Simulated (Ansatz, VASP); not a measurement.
## TiO2: VASP beside Ansatz

INCAR

```
SYSTEM = TiO2
PREC = Accurate
ENCUT = 520
EDIFF = 1E-7
ISMEAR = -1
SIGMA = 0.02
LREAL = .False.
LASPH = .True.
NELM = 80
ALGO = Normal
ISIF = 2
LWAVE = .False.
LCHARG = .False.
GGA = PE
IBRION = 2
NSW = 80
EDIFFG = -0.02
```

The input KPOINTS:

```
Automatic mesh
0
Gamma
  7 7 10
  0 0 0
```

The input POSCAR:

```
TiO2
1.0
    4.6244247277      0.0000000000      0.0000000000
    0.0000000000      4.6244247277      0.0000000000
    0.0000000000      0.0000000000      2.9785965976
Ti O
2 4
Direct
    0.0000000000      0.0000000000      0.0000000000
    0.5000000000      0.5000000000      0.5000000000
    0.3042802931      0.3042802931      0.0000000000
    0.1957197069      0.8042802931      0.5000000000
    0.6957197069      0.6957197069      0.0000000000
    0.8042802931      0.1957197069      0.5000000000
```

Input for Ansatz:

```yaml
crystal:
  lattice:
    - [4.6244247277, 0.0, 0.0]
    - [0.0, 4.6244247277, 0.0]
    - [0.0, 0.0, 2.9785965976]
  atoms:
    - { symbol: Ti, position: [0.0, 0.0, 0.0] }
    - { symbol: Ti, position: [0.5, 0.5, 0.5] }
    - { symbol: O, position: [0.3042802931, 0.3042802931, 0.0] }
    - { symbol: O, position: [0.1957197069, 0.8042802931, 0.5] }
    - { symbol: O, position: [0.6957197069, 0.6957197069, 0.0] }
    - { symbol: O, position: [0.8042802931, 0.1957197069, 0.5] }
kpoints:
  mp_grid: { grid: [7, 7, 10] }
scf:
  occupations: { method: fermi_dirac, width: 0.02 }
hamiltonian:
  xc: pbe
  pseudopotentials: { kind: paw }
output:
  forces: true
  stress: true
  populations: true
  efg:
    quadrupole_moments_barn: { Ti: 0.247, O: -0.02558 }
    contact_densities: true
relax:
  f_tol: 0.02
  max_steps: 60
```

Change from the starting cell: volume scaled by 1.02, ions relaxed.

Alike in both runs: task relaxation of the atoms; functional PBE; k mesh 7 × 7 × 10; occupations fermi-dirac, width 0.02 eV; no spin polarisation.

|  | VASP | Ansatz |
| --- | --- | --- |
| version | VASP 6.6.1 | Ansatz 0.2.0 |
| potentials or method | VASP PAW PBE potentials, release 64 (Ti_sv, O) | plane-wave PAW, scalar-relativistic |
| plane-wave cutoff (eV) | 520 | 420 |
| valence electrons in the cell | 48 | 48 |

```csv
,VASP,Ansatz,Ansatz less VASP
"gap on the k mesh at the Fermi level, each at its own relaxed structure (eV)",1.81,1.85,+0.035
```

Ansatz's warnings: stress scf threshold loose.
